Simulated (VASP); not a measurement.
Write the native input for VASP 6.6.1 that does the following.

- Task: single point
- Functional: PBEsol
- Potentials or basis: VASP PAW PBE potentials, release 64 (K_sv, Cl)
- Cutoff: 520 eV
- k mesh: 7 × 7 × 7
- Occupations: fermi-dirac, width 0.01 eV
- Spin: no spin polarisation
- Dipole correction: no
- Further INCAR settings: ALGO = Normal; EDIFF = 1e-07; NBANDS = 15

The structure of KCl lies in POSCAR:

```
KCl
1.0
    3.6340000000      0.0000000000      0.0000000000
    0.0000000000      3.6340000000      0.0000000000
    0.0000000000      0.0000000000      3.6703400000
K Cl
1 1
Direct
    0.0000000000      0.0000000000      0.0000000000
    0.5000000000      0.5000000000      0.5000000000
```

This cell differs from its parent crystal: zz strain of +1 %.

One way to write it, as run:

INCAR

```
ALGO     = Normal         # electronic algorithm
EDIFF    = 1E-7           # SCF threshold, eV
ENCUT    = 520            # plane-wave cutoff, eV
GGA      = PS             # functional
ISIF     = 2              # what is computed and relaxed
ISMEAR   = -1             # smearing method
LASPH    = T              # aspherical terms in the spheres
LCHARG   = F              # write CHGCAR
LREAL    = F              # projectors in reciprocal space
LWAVE    = F              # write WAVECAR
NBANDS   = 15             # bands
NELM     = 80             # most SCF steps
PREC     = Accurate       # precision mode
SIGMA    = 0.01           # smearing width, eV
```

KPOINTS

```
k-points
0
Gamma
  7 7 7
```

Potentials or basis: VASP PAW PBE potentials, release 64 (K_sv, Cl).

Run with:

```bash
$ cat potpaw_PBE.64/K_sv/POTCAR potpaw_PBE.64/Cl/POTCAR > POTCAR
$ mpirun -np 1 vasp_std > vasp.out
```

Results of the run:

```json
{
  "Pressure": "2.1 GPa",
  "Band gap on the k mesh": "5.32 eV, indirect (least direct gap 5.53 eV)"
}
```

Caveat: the cell differs from its parent crystal (zz strain of +1 %); the PAW data sets were made with another functional, which shifts forces and pressure a little.

It took 19 s on 1 thread of Intel(R) Xeon(R) Platinum 8259CL CPU @ 2.50GHz (Skylake/Cascade Lake), with other jobs on the host, peak memory 0.16 GiB.
